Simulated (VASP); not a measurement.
# AlCr2C (P6_3/mmc) in VASP: a series of runs, part 2 of 2

VASP 6.6.1. The steps go on from the part before.

### 4 Single point, PBE (volume scaled by 0.91, then relaxed in part)

INCAR

```
SYSTEM = AlCr2C
PREC = Accurate ; ENCUT = 520
EDIFF = 1E-6 ; ISMEAR = 0
SIGMA = 0.1 ; LREAL = .FALSE.
LASPH = .TRUE. ; NELM = 60
ALGO = Normal ; ISIF = 2
LWAVE = .FALSE. ; LCHARG = .FALSE.
GGA = PE ; NBANDS = 41
```

KPOINTS

```
Automatic mesh
0
G
  12 12 4
  0 0 0
```

POSCAR

```
AlCr2C
1.0
    2.7499504926      0.0000000000      0.0000000000
   -1.3749752463      2.3815269857      0.0000000000
    0.0000000000      0.0000000000     12.3325544494
Al Cr C
2 4 2
Direct
    0.6666666667      0.3333333333      0.2500000000
    0.3333333333      0.6666666667      0.7500000000
    0.3333333333      0.6666666667      0.4124056522
    0.6666666667      0.3333333333      0.9124056522
    0.6666666667      0.3333333333      0.5875943478
    0.3333333333      0.6666666667      0.0875943478
    0.0000000000      0.0000000000      0.5000000000
    0.0000000000      0.0000000000      0.0000000000
```

Potentials or basis: VASP PAW PBE potentials, release 64 (Al, Cr_pv, C).

Started as:

```sh
cat potpaw_PBE.64/Al/POTCAR potpaw_PBE.64/Cr_pv/POTCAR potpaw_PBE.64/C/POTCAR > POTCAR
mpirun -np 1 vasp_std > vasp.out
```

OUTCAR:

```text
SYSTEM = AlCr2C
   PREC = Accurate
   ENCUT = 520
   EDIFF = 1E-6
   ISMEAR = 0
   LREAL = .FALSE.
   LASPH = .TRUE.
   NELM = 60
   ISIF = 2
   GGA = PE

 ion  position               nearest neighbor table
   1  0.667  0.333  0.250-   3 2.56   6 2.56   3 2.56   6 2.56   3 2.56   6 2.56
   2  0.333  0.667  0.750-   4 2.56   5 2.56   4 2.56   5 2.56   4 2.56   5 2.56
   3  0.333  0.667  0.412-   7 1.92   7 1.92   7 1.92   1 2.56   1 2.56   1 2.56   5 2.68   5 2.68
                             5 2.68
   4  0.667  0.333  0.912-   8 1.92   8 1.92   8 1.92   2 2.56   2 2.56   2 2.56   6 2.68   6 2.68
                             6 2.68
   5  0.667  0.333  0.588-   7 1.92   7 1.92   7 1.92   2 2.56   2 2.56   2 2.56   3 2.68   3 2.68
                             3 2.68
   6  0.333  0.667  0.088-   8 1.92   8 1.92   8 1.92   1 2.56   1 2.56   1 2.56   4 2.68   4 2.68
                             4 2.68
   7  0.000  0.000  0.500-   3 1.92   5 1.92   3 1.92   5 1.92   5 1.92   3 1.92
   8  0.000  0.000  0.000-   4 1.92   6 1.92   6 1.92   4 1.92   4 1.92   6 1.92

  LATTYP: Found a hexagonal cell.
 ALAT       =     2.7499504926
 C/A-ratio  =     4.4846459900

  Lattice vectors:

 A1 = (   2.7499504926,   0.0000000000,   0.0000000000)
 A2 = (  -1.3749752463,   2.3815269857,   0.0000000000)
 A3 = (   0.0000000000,   0.0000000000,  12.3325544494)

Analysis of symmetry for initial positions (statically):
=====================================================================
 Subroutine PRICEL returns:
 Original cell was already a primitive cell.

 Routine SETGRP: Setting up the symmetry group for a
 hexagonal supercell.

 Subroutine GETGRP returns: Found 24 space group operations
 (whereof 12 operations were pure point group operations)
 out of a pool of 24 trial point group operations.

The static configuration has the point symmetry D_3d.
 The point group associated with its full space group is D_6h.
[... 148 lines left out ...]
  Fermi-wavevector in a.u.,A,eV,Ry     =   1.498975  2.832651 30.571266  2.246925
  Thomas-Fermi vector in A             =   2.610664
   LORBIT       =      0    0 simple, 1 ext, 2 COOP (PROOUT), +10 PAW based schemes
   GGA     = PE    functional components
   LHFCALC =     F    Hartree Fock is set to
   AEXX    =    0.0000 exact exchange contribution
   IVDW    =     0    specifies the selected vdW correction
   LEPSILON=     F    determine dielectric tensor
   LRPA    =     F    only Hartree local field effects (RPA)
 non-spin polarized calculation
 Gauss-broadening in eV      SIGMA  =   0.10
  energy-cutoff  :      520.00
  volume of cell :       80.77
 maximum number of plane-waves:      2203
   NGX = 11   NGY = 11   NGZ = 45

 number of electron      62.0000015 magnetization

 Free energy of the ion-electron system (eV)
  ---------------------------------------------------
  ext. energy  EPLUGINS =         0.00000000
  ---------------------------------------------------
  free energy    TOTEN  =       -65.00264803 eV

  energy without entropy =      -64.97594315  energy(sigma->0) =      -64.98929559

 E-fermi :  11.1633     XC(G=0): -12.9552

 val. band max:       11.1601121602   @ k =   0.3333   0.0000   0.2500
 cond. band min:      11.1737076768   @ k =   0.3333   0.0000   0.0000
 fundamental gap:      0.0135955166
 Fermi energy:        11.1632785572

 k-point     1 :       0.0000    0.0000    0.0000
  band No.  band energies     occupation
      1     -32.2671      2.00000
      2     -32.2642      2.00000
      3     -31.9580      2.00000
      4     -31.9580      2.00000
      5     -31.9580      2.00000
      6     -31.9580      2.00000
[... 1045 lines left out ...]
     40      14.3719      0.00000
     41      14.9302      0.00000

 [... further k-points ...]

------------------------ aborting loop because EDIFF is reached ----------------------------------------

  FORCE on cell =-STRESS in cart. coord.  units (eV):
  Direction    XX          YY          ZZ          XY          YZ          ZX
  --------------------------------------------------------------------------------------
  -------------------------------------------------------------------------------------
  Total       11.0650827     11.0650827     10.9599825     -0.0000000      0.0000000      0.0000000
  in kB      219.4986340    219.4986340    217.4137556     -0.0000000      0.0000000      0.0000000
  external PRESSURE =     218.8036745 kB  Pullay stress =       0.0000000 kB

 VOLUME and BASIS-vectors are now :
 -----------------------------------------------------------------------------
  energy-cutoff  :      520.00
  volume of cell :       80.77
      direct lattice vectors                 reciprocal lattice vectors
     2.749950493  0.000000000  0.000000000     0.363642910  0.209949332  0.000000000
    -1.374975246  2.381526986  0.000000000     0.000000000  0.419898664  0.000000000
     0.000000000  0.000000000 12.332554449     0.000000000  0.000000000  0.081086202

 POSITION                                       TOTAL-FORCE (eV/Angst)
 -----------------------------------------------------------------------------------
      1.37498      0.79384      3.08314        -0.000000     -0.000000      0.000000
     -0.00000      1.58768      9.24942        -0.000000      0.000000      0.000000
     -0.00000      1.58768      5.08602         0.000000     -0.000000     -0.056103
      1.37498      0.79384     11.25229        -0.000000      0.000000     -0.056103
      1.37498      0.79384      7.24654        -0.000000     -0.000000      0.056103
     -0.00000      1.58768      1.08026         0.000000     -0.000000      0.056103
      0.00000      0.00000      6.16628        -0.000000     -0.000000      0.000000
      0.00000      0.00000      0.00000        -0.000000     -0.000000      0.000000
 -----------------------------------------------------------------------------------
    total drift:                               -0.000000      0.000000     -0.000000

  FREE ENERGIE OF THE ION-ELECTRON SYSTEM (eV)
  ---------------------------------------------------
  free  energy   TOTEN  =       -65.0026480275 eV

  energy  without entropy=      -64.9759431461  energy(sigma->0) =      -64.98929559
```

stdout:

```text
POSCAR found type information on POSCAR AlCrC
 POSCAR found :  3 types and       8 ions
 scaLAPACK will be used
 LDA part: xc-table for (Slater+PW92), standard interpolation
 POSCAR, INCAR and KPOINTS ok, starting setup
 FFT: planning ... GRIDC
 FFT: planning ... GRID_SOFT
 FFT: planning ... GRID
 WAVECAR not read
 entering main loop
```

It took 90 s on 1 thread of AMD EPYC 9R45 (Zen 5), shared host; peak memory 0.25 GiB.

Results:

- Free energy: -65.0026 eV
- Pressure: 21.9 GPa
- Largest force: 0.056 eV/Å
- Band gap on the k mesh: zero (band 31 reaches 11.61 eV, above the bottom of band 32 at 10.70 eV)

Forces in eV/Å, atoms in the order of the input:
```
Al   0.000  0.000  0.000
Al   0.000  0.000  0.000
Cr   0.000  0.000 -0.056
Cr   0.000  0.000 -0.056
Cr   0.000  0.000  0.056
Cr   0.000  0.000  0.056
C    0.000  0.000  0.000
C    0.000  0.000  0.000
```

Stress tensor (GPa, compression positive):
```
21.95  0.00  0.00
 0.00 21.95  0.00
 0.00  0.00 21.74
```

Levels at points of the mesh, in eV from the Fermi level:
| k point | band 26 | band 27 | band 28 | band 29 | band 30 | band 31 | band 32 | band 33 | band 34 | band 35 |
| --- | --- | --- | --- | --- | --- | --- | --- | --- | --- | --- |
| (0.00, 0.00, 0.00) | -1.42 | -1.10 | -1.10 | -1.08 | -1.08 | -0.22 | -0.22 | -0.18 | -0.18 | 0.59 |
| (0.50, 0.00, 0.00) | -3.33 | -2.14 | -2.10 | 0.15 | 0.28 | 0.41 | 0.48 | 1.05 | 1.07 | 1.26 |
| (0.00, 0.00, 0.50) | -1.56 | -1.09 | -1.09 | -1.09 | -1.09 | -0.20 | -0.20 | -0.20 | -0.20 | 0.62 |
| (0.50, 0.00, 0.50) | -3.34 | -2.11 | -2.11 | 0.33 | 0.33 | 0.34 | 0.34 | 1.06 | 1.06 | 1.41 |

### 5 Single point, PBE (volume scaled by 0.94, then relaxed in part)

INCAR

```
  PREC = Accurate
  ENCUT = 520
  EDIFF = 1E-7
  ISMEAR = 0
  SIGMA = 0.1
  LREAL = False
  LASPH = True
  NELM = 100
  ALGO = Normal
  ISIF = 2
  LWAVE = False
  LCHARG = True
  GGA = PE
  LELF = True
  LVHAR = True
  NBANDS = 41
```

KPOINTS

```
regular mesh
0
Gamma
  12 12 4
```

POSCAR

```
AlCr2C
1.0
    2.7816839025      0.0000000000      0.0000000000
   -1.3908419513      2.4090089249      0.0000000000
    0.0000000000      0.0000000000     12.4501246299
Al Cr C
2 4 2
Direct
    0.6666666667      0.3333333333      0.2500000000
    0.3333333333      0.6666666667      0.7500000000
    0.3333333333      0.6666666667      0.4134905444
    0.6666666667      0.3333333333      0.9134905444
    0.6666666667      0.3333333333      0.5865094556
    0.3333333333      0.6666666667      0.0865094556
    0.0000000000      0.0000000000      0.5000000000
    0.0000000000      0.0000000000      0.0000000000
```

Potentials or basis: VASP PAW PBE potentials, release 64 (Al, Cr_pv, C).

Started as:

```sh
cat potpaw_PBE.64/Al/POTCAR potpaw_PBE.64/Cr_pv/POTCAR potpaw_PBE.64/C/POTCAR > POTCAR
mpirun -np 1 vasp_std > vasp.out
```

OUTCAR:

```text
PREC = Accurate
   ENCUT = 520
   EDIFF = 1E-7
   ISMEAR = 0
   LREAL = False
   LASPH = True
   NELM = 100
   ISIF = 2
   GGA = PE

 ion  position               nearest neighbor table
   1  0.667  0.333  0.250-   3 2.59   6 2.59   3 2.59   6 2.59   3 2.59   6 2.59
   2  0.333  0.667  0.750-   4 2.59   5 2.59   4 2.59   5 2.59   4 2.59   5 2.59
   3  0.333  0.667  0.413-   7 1.93   7 1.93   7 1.93   1 2.59   1 2.59   1 2.59   5 2.69   5 2.69
                             5 2.69
   4  0.667  0.333  0.913-   8 1.93   8 1.93   8 1.93   2 2.59   2 2.59   2 2.59   6 2.69   6 2.69
                             6 2.69
   5  0.667  0.333  0.587-   7 1.93   7 1.93   7 1.93   2 2.59   2 2.59   2 2.59   3 2.69   3 2.69
                             3 2.69
   6  0.333  0.667  0.087-   8 1.93   8 1.93   8 1.93   1 2.59   1 2.59   1 2.59   4 2.69   4 2.69
                             4 2.69
   7  0.000  0.000  0.500-   3 1.93   5 1.93   5 1.93   3 1.93   5 1.93   3 1.93
   8  0.000  0.000  0.000-   4 1.93   6 1.93   4 1.93   6 1.93   4 1.93   6 1.93

  LATTYP: Found a hexagonal cell.
 ALAT       =     2.7816839025
 C/A-ratio  =     4.4757510437

  Lattice vectors:

 A1 = (   2.7816839025,   0.0000000000,   0.0000000000)
 A2 = (  -1.3908419513,   2.4090089249,   0.0000000000)
 A3 = (   0.0000000000,   0.0000000000,  12.4501246299)

Analysis of symmetry for initial positions (statically):
=====================================================================
 Subroutine PRICEL returns:
 Original cell was already a primitive cell.

 Routine SETGRP: Setting up the symmetry group for a
 hexagonal supercell.

 Subroutine GETGRP returns: Found 24 space group operations
 (whereof 12 operations were pure point group operations)
 out of a pool of 24 trial point group operations.

The static configuration has the point symmetry D_3d.
 The point group associated with its full space group is D_6h.

Analysis of symmetry for dynamics (positions and initial velocities):
=====================================================================
 Subroutine PRICEL returns:
[... 148 lines left out ...]
   LHFCALC =     F    Hartree Fock is set to
   AEXX    =    0.0000 exact exchange contribution
   IVDW    =     0    specifies the selected vdW correction
   LEPSILON=     F    determine dielectric tensor
   LRPA    =     F    only Hartree local field effects (RPA)
 non-spin polarized calculation
 Gauss-broadening in eV      SIGMA  =   0.10
  energy-cutoff  :      520.00
  volume of cell :       83.43
 maximum number of plane-waves:      2263
 NGX is ok and might be reduce to    24
   NGX = 11   NGY = 11   NGZ = 47

 number of electron      61.9999984 magnetization

 Free energy of the ion-electron system (eV)
  ---------------------------------------------------
  ext. energy  EPLUGINS =         0.00000000
  ---------------------------------------------------
  free energy    TOTEN  =       -65.29227630 eV

  energy without entropy =      -65.26378873  energy(sigma->0) =      -65.27803252

 E-fermi :  10.7270     XC(G=0): -12.7826

 val. band max:       10.7108769955   @ k =   0.3333  -0.0000   0.0000
 cond. band min:      10.7369035406   @ k =   0.1667   0.0833   0.2500
 fundamental gap:      0.0260265450
 Fermi energy:        10.7270078919

 k-point     1 :       0.0000    0.0000    0.0000
  band No.  band energies     occupation
      1     -32.6869      2.00000
      2     -32.6846      2.00000
      3     -32.4159      2.00000
      4     -32.4159      2.00000
      5     -32.4159      2.00000
      6     -32.4159      2.00000
[... 1045 lines left out ...]
     40      13.8449      0.00000
     41      14.3207      0.00000

 [... further k-points ...]

------------------------ aborting loop because EDIFF is reached ----------------------------------------

  FORCE on cell =-STRESS in cart. coord.  units (eV):
  Direction    XX          YY          ZZ          XY          YZ          ZX
  --------------------------------------------------------------------------------------
  -------------------------------------------------------------------------------------
  Total        7.0128520      7.0128520      6.9019459     -0.0000000      0.0000000      0.0000000
  in kB      134.6744990    134.6744990    132.5446647     -0.0000000      0.0000000      0.0000000
  external PRESSURE =     133.9645542 kB  Pullay stress =       0.0000000 kB

 VOLUME and BASIS-vectors are now :
 -----------------------------------------------------------------------------
  energy-cutoff  :      520.00
  volume of cell :       83.43
      direct lattice vectors                 reciprocal lattice vectors
     2.781683903  0.000000000  0.000000000     0.359494477  0.207554233  0.000000000
    -1.390841951  2.409008925  0.000000000     0.000000000  0.415108466  0.000000000
     0.000000000  0.000000000 12.450124630     0.000000000  0.000000000  0.080320481

 POSITION                                       TOTAL-FORCE (eV/Angst)
 -----------------------------------------------------------------------------------
      1.39084      0.80300      3.11253        -0.000000      0.000000     -0.000000
     -0.00000      1.60601      9.33759         0.000000      0.000000      0.000000
     -0.00000      1.60601      5.14801        -0.000000      0.000000     -0.052575
      1.39084      0.80300     11.37307         0.000000     -0.000000     -0.052575
      1.39084      0.80300      7.30212        -0.000000     -0.000000      0.052575
     -0.00000      1.60601      1.07705        -0.000000      0.000000      0.052575
      0.00000      0.00000      6.22506         0.000000      0.000000      0.000000
      0.00000      0.00000      0.00000         0.000000      0.000000      0.000000
 -----------------------------------------------------------------------------------
    total drift:                               -0.000000      0.000000     -0.000000

  FREE ENERGIE OF THE ION-ELECTRON SYSTEM (eV)
  ---------------------------------------------------
  free  energy   TOTEN  =       -65.2922763042 eV

  energy  without entropy=      -65.2637887295  energy(sigma->0) =      -65.27803252
```

OSZICAR:

```text
N       E                     dE             d eps       ncg     rms          rms(c)
DAV:   1     0.752353044002E+03    0.75235E+03   -0.33548E+04  4682   0.171E+03
DAV:   2    -0.137310015648E+02   -0.76608E+03   -0.73603E+03  4691   0.517E+02
DAV:   3    -0.788315647747E+02   -0.65101E+02   -0.62987E+02  5994   0.150E+02
DAV:   4    -0.810395924024E+02   -0.22080E+01   -0.21797E+01  5813   0.256E+01
DAV:   5    -0.810835050770E+02   -0.43913E-01   -0.43874E-01  5825   0.395E+00    0.460E+01
DAV:   6    -0.718618385653E+02    0.92217E+01   -0.21054E+02  6153   0.963E+01    0.209E+01
DAV:   7    -0.659384406452E+02    0.59234E+01   -0.66894E+01  5849   0.586E+01    0.102E+01
DAV:   8    -0.653608909588E+02    0.57755E+00   -0.44914E+00  5594   0.131E+01    0.314E+00
DAV:   9    -0.652956620289E+02    0.65229E-01   -0.49987E-01  6108   0.432E+00    0.798E-01
DAV:  10    -0.652925064347E+02    0.31556E-02   -0.32155E-02  5671   0.140E+00    0.276E-01
DAV:  11    -0.652923095557E+02    0.19688E-03   -0.36565E-03  6485   0.296E-01    0.893E-02
DAV:  12    -0.652922770090E+02    0.32547E-04   -0.26653E-04  6375   0.128E-01    0.250E-02
DAV:  13    -0.652922788140E+02   -0.18050E-05   -0.28875E-05  6335   0.363E-02    0.101E-02
DAV:  14    -0.652922761760E+02    0.26380E-05   -0.18076E-06  6703   0.125E-02    0.232E-03
DAV:  15    -0.652922762995E+02   -0.12352E-06   -0.19281E-07  3689   0.356E-03    0.965E-04
DAV:  16    -0.652922763042E+02   -0.46603E-08   -0.31021E-08  2764   0.124E-03
   1 F= -.65292276E+02 E0= -.65278033E+02  d E =-.284876E-01
```

stdout:

```text
POSCAR found type information on POSCAR AlCrC
 POSCAR found :  3 types and       8 ions
 scaLAPACK will be used
 LDA part: xc-table for (Slater+PW92), standard interpolation
 POSCAR, INCAR and KPOINTS ok, starting setup
 FFT: planning ... GRIDC
 FFT: planning ... GRID_SOFT
 FFT: planning ... GRID
 WAVECAR not read
 entering main loop
```

Wall time 2.1 min (1 thread of AMD EPYC 9R45 (Zen 5), shared host); peak memory 0.29 GiB.

What came out:

```
Free energy            : -65.2923 eV
Pressure               : 13.4 GPa
Largest force          : 0.053 eV/Å
Band gap on the k mesh : zero (band 31 reaches 11.15 eV, above the bottom of band 32 at 10.28 eV)
```

Forces on the atoms (eV/Å):
```
Al   0.000  0.000  0.000
Al   0.000  0.000  0.000
Cr   0.000  0.000 -0.053
Cr   0.000  0.000 -0.053
Cr   0.000  0.000  0.053
Cr   0.000  0.000  0.053
C    0.000  0.000  0.000
C    0.000  0.000  0.000
```

Levels at points of the mesh, in eV from the Fermi level:
```csv
k point,band 27,band 28,band 29,band 30,band 31,band 32,band 33,band 34,band 35,band 36
"(0.00, 0.00, 0.00)",-1.07,-1.07,-1.06,-1.06,-0.22,-0.22,-0.18,-0.18,0.60,0.60
"(0.50, 0.00, 0.00)",-2.09,-2.05,0.15,0.29,0.41,0.47,0.97,0.98,1.30,1.33
"(0.00, 0.00, 0.50)",-1.07,-1.07,-1.07,-1.07,-0.20,-0.20,-0.20,-0.20,0.62,0.62
"(0.50, 0.00, 0.50)",-2.07,-2.07,0.32,0.32,0.35,0.35,0.98,0.98,1.34,1.34
```

 Spin polarisation is off, so any magnetic state and its effect on volume and gap are missing.

### 6 The runs side by side

| cell | gap on the mesh (eV) | pressure (GPa) | largest force (eV/Å) |
| --- | --- | --- | --- |
| a = 2.897, b = 2.897, c = 12.940 Å, angles 90.0, 90.0, 120.0°, 8 atoms | none | -9.5 | 0.04 |
| a = 2.717, b = 2.717, c = 12.215 Å, angles 90.0, 90.0, 120.0°, 8 atoms | none | 31.9 | 0.06 |
| a = 2.750, b = 2.750, c = 12.333 Å, angles 90.0, 90.0, 120.0°, 8 atoms | none | 21.9 | 0.06 |
| a = 2.782, b = 2.782, c = 12.450 Å, angles 90.0, 90.0, 120.0°, 8 atoms | none | 13.4 | 0.05 |

Alike in all rows: task single point; level PBE; potentials or basis VASP PAW PBE potentials, release 64 (Al, Cr_pv, C); no spin polarisation; k mesh 12 × 12 × 4; cutoff (eV) 520; smearing gaussian 0.1 eV.

Total energies depend on the potentials used, so only differences within one code and one set of settings carry meaning.
